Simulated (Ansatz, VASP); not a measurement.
CdSe: VASP beside Ansatz

Contents of INCAR:

```
SYSTEM = CdSe
PREC     = Accurate       ! precision mode
ENCUT    = 520            ! plane-wave cutoff, eV
EDIFF    = 1E-7           ! SCF threshold, eV
ISMEAR   = -1             ! smearing method
SIGMA    = 0.05           ! smearing width, eV
LREAL    = .FALSE.        ! projectors in reciprocal space
LASPH    = .TRUE.         ! aspherical terms in the spheres
NELM     = 60             ! most SCF steps
ALGO     = Normal         ! electronic algorithm
ISIF     = 2              ! what is computed and relaxed
LWAVE    = .FALSE.        ! write WAVECAR
LCHARG   = .FALSE.        ! write CHGCAR
GGA      = RP             ! functional
IVDW     = 13             ! dispersion correction
NBANDS   = 26             ! bands
```

Contents of KPOINTS:

```
regular mesh
0
G
  7 7 4
  0 0 0
```

File POSCAR:

```
CdSe
1.0
    4.2122202675      0.0000000000      0.0000000000
   -2.1061101337      3.6478897580      0.0000000000
    0.0000000000      0.0000000000      6.8766944832
Cd Se
2 2
Direct
    0.6666666667      0.3333333333      0.5000000000
    0.3333333333      0.6666666667      0.0000000000
    0.6666666667      0.3333333333      0.8850000000
    0.3333333333      0.6666666667      0.3850000000
```

The input input.yaml:

```yaml
crystal:
  lattice:
    - [4.2122202675, 0.0, 0.0]
    - [-2.1061101337, 3.647889758, 0.0]
    - [0.0, 0.0, 6.8766944832]
  atoms:
    - { symbol: Cd, position: [0.6666666667, 0.3333333333, 0.5] }
    - { symbol: Cd, position: [0.3333333333, 0.6666666667, 0.0] }
    - { symbol: Se, position: [0.6666666667, 0.3333333333, 0.885] }
    - { symbol: Se, position: [0.3333333333, 0.6666666667, 0.385] }
hamiltonian:
  xc: rpbe
  pseudopotentials: { kind: paw }
  dispersion: d4
kpoints:
  mp_grid: { grid: [7, 7, 4] }
scf:
  occupations: { method: fermi_dirac, width: 0.05 }
output:
  forces: true
  stress: true
  eigenvalues: true
```

Alike in both runs: task single point; functional RPBE; dispersion D4; k mesh 7 × 7 × 4; occupations fermi-dirac, width 0.05 eV; no spin polarisation.

|  | VASP | Ansatz |
| --- | --- | --- |
| version | VASP 6.6.1 | Ansatz 0.2.0 |
| potentials or method | VASP PAW PBE potentials, release 64 (Cd, Se) | Ansatz PAW |
| plane-wave cutoff (eV) | 520 | 420 |
| valence electrons in the cell | 36 | 72 |

|  | VASP | Ansatz | Ansatz less VASP |
| --- | --- | --- | --- |
| gap on the k mesh at the Fermi level (eV) | 1.01 | 1.01 | -0.001 |
| least direct gap on the mesh (eV) | 1.01 | 1.01 | -0.001 |
| pressure (GPa) | 5.1 | 4.7 | -0.43 |
| traceless stress, the component that is largest in VASP (GPa) | -2.18 | -2.11 | +0.069 |
| rms of the force components (eV/Å) | 0.211 | 0.203 | -0.0077 |

VASP's potentials were made for PBE, not for RPBE. Atom by atom the forces differ by 0.008 eV/Å (rms over components). VASP's potentials hold 36 valence electrons a cell and Ansatz's 72, so a difference there can come from the potentials and not from the codes.

Noted on Ansatz's run: odd divisions of the mesh miss points on the zone boundary, where band edges often lie, so the gap on the mesh can be too wide.
